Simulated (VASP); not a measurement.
Crystal: Li2BeS3.

```xyz
6
Lattice="3.4139 0.0000 0.0000 -1.7070 2.9565 0.0000 0.0000 0.0000 8.3623" Properties=species:S:1:pos:R:3 pbc="T T T"
Li    0.0000    1.9710    5.5749
Li    1.7070    0.9855    2.7874
Be    0.0000    0.0000    0.0000
S     0.0000    0.0000    4.1812
S     0.0000    1.9710    1.3937
S     1.7070    0.9855    6.9686
```

```yaml
Program: VASP 6.6.1
Task: relaxation of cell and atoms
Functional: PBE
Potentials_or_basis: VASP PAW PBE potentials, release 64 (Li_sv, Be, S)
Cutoff: 600 eV
k_mesh: 6 × 6 × 2
Occupations: gaussian, width 0.1 eV
Spin: no spin polarisation
```

At the start: pressure -0.3 GPa; volume 14.07 Å³/atom.

**Question.** Where does the relaxation end?

**Answer.** Over 16 steps the energy falls by 128.5 meV/atom and the volume is 14.32 Å³/atom (+1.8 %); space group P-3m1 (No. 164, to 0.05 Å).

Step by step:
| step | energy change (eV) | largest force (eV/Å) | pressure (GPa) | volume (Å³) |
| --- | --- | --- | --- | --- |
| 1 | 0.0000 | 1.5815 | -0.33 | 84.40 |
| 2 | -0.2184 | 1.0343 | 0.27 | 84.04 |
| 3 | -0.3799 | 0.1137 | 2.05 | 83.47 |
| 4 | -0.3832 | 0.1309 | 2.46 | 83.37 |
| 5 | -0.4878 | 0.2807 | 0.27 | 86.69 |
| 6 | -0.5449 | 0.4812 | -2.36 | 91.91 |
| 7 | -0.6465 | 0.4013 | -2.56 | 91.77 |
| 8 | -0.6318 | 0.1583 | -2.47 | 90.95 |
| 9 | -0.6869 | 0.2541 | -2.62 | 91.50 |
| 10 | -0.7323 | 0.2948 | -0.93 | 88.37 |
| 11 | -0.7440 | 0.3241 | 0.60 | 85.95 |
| 12 | -0.7587 | 0.1782 | 0.33 | 85.77 |
| 13 | -0.7630 | 0.1279 | 0.13 | 85.61 |
| 14 | -0.7665 | 0.1006 | 0.03 | 85.76 |
| 15 | -0.7691 | 0.0440 | -0.13 | 86.08 |
| 16 | -0.7708 | 0.0224 | 0.00 | 85.90 |

Final structure:
```
CELL_PARAMETERS angstrom
3.19711 0.00000 0.00000
-1.59855 2.76877 0.00000
0.00000 0.00000 9.70422
ATOMIC_POSITIONS crystal
Li 0.33333 0.66667 0.67678
Li 0.66667 0.33333 0.32322
Be 0.00000 0.00000 0.00000
S 0.00000 0.00000 0.50000
S 0.33333 0.66667 0.13581
S 0.66667 0.33333 0.86419
```

Caveat: the k points lie up to 0.38 Å⁻¹ apart in the final cell; the cutoff is under 1.25 times the usual one of these potentials, so pressure, stress and relaxed cells hold a basis-set (Pulay) error.
